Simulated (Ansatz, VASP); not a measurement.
Hf in VASP and in Ansatz

File INCAR:

```
PREC = Accurate
ENCUT = 520
EDIFF = 1E-7
ISMEAR = -1
SIGMA = 0.01
LREAL = False
LASPH = True
NELM = 60
ALGO = Normal
ISIF = 2
LWAVE = False
LCHARG = False
GGA = CA
NBANDS = 17
```

Contents of KPOINTS:

```
regular mesh
0
Gamma
  12 12 7
```

The input POSCAR:

```
Hf
1.0
    3.1183974891      0.0000000000      0.0000000000
   -1.5591987445      2.7006114446      0.0000000000
    0.0000000000      0.0000000000      4.9475473504
Hf
2
Direct
    0.3333333333      0.6666666667      0.2500000000
    0.6666666667      0.3333333333      0.7500000000
```

Input for Ansatz:

```yaml
crystal:
  lattice:
    - [3.1183974891, 0.0, 0.0]
    - [-1.5591987445, 2.7006114446, 0.0]
    - [0.0, 0.0, 4.9475473504]
  atoms:
    - { symbol: Hf, position: [0.3333333333, 0.6666666667, 0.25] }
    - { symbol: Hf, position: [0.6666666667, 0.3333333333, 0.75] }
hamiltonian:
  xc: lda
  pseudopotentials:
    kind: paw
    azcp:
      Hf: "pseudopotentials/Hf.paw.azcp"
basis:
  ecutwfc: 420
  fft_grid_basis: typed
kpoints:
  mp_grid: { grid: [12, 12, 7], shift: [0, 0, 0] }
magnetization:
  spin_polarized: false
scf:
  occupations: { method: fermi_dirac, width: 0.01 }
  lower_state_search: "off"
output:
  stress: true
```

Alike in both runs: task single point; functional LDA; k mesh 12 × 12 × 7; occupations fermi-dirac, width 0.01 eV; no spin polarisation.

|  | VASP | Ansatz |
| --- | --- | --- |
| version | VASP 6.6.1 | Ansatz 0.2.0 |
| potentials or method | VASP PAW LDA potentials, release 64 (Hf_pv), cutoff 520 eV | plane waves (420 eV) with PAW, scalar-relativistic |
| valence electrons in the cell | 20 | 52 |

|  | VASP | Ansatz | Ansatz less VASP |
| --- | --- | --- | --- |
| pressure (GPa) | 0.2 | 0.1 | -0.05 |
| traceless stress, the component that is largest in VASP (GPa) | -0.15 | -0.14 | +0.013 |

Ansatz warns that its potentials were made for another functional, while VASP's fit it. LDA's correlation is that of Perdew and Zunger in VASP and of Perdew and Wang (1992) in Ansatz. VASP's potentials hold 20 valence electrons a cell and Ansatz's 52, so a difference there can come from the potentials and not from the codes.

Spin-orbit coupling is off throughout.
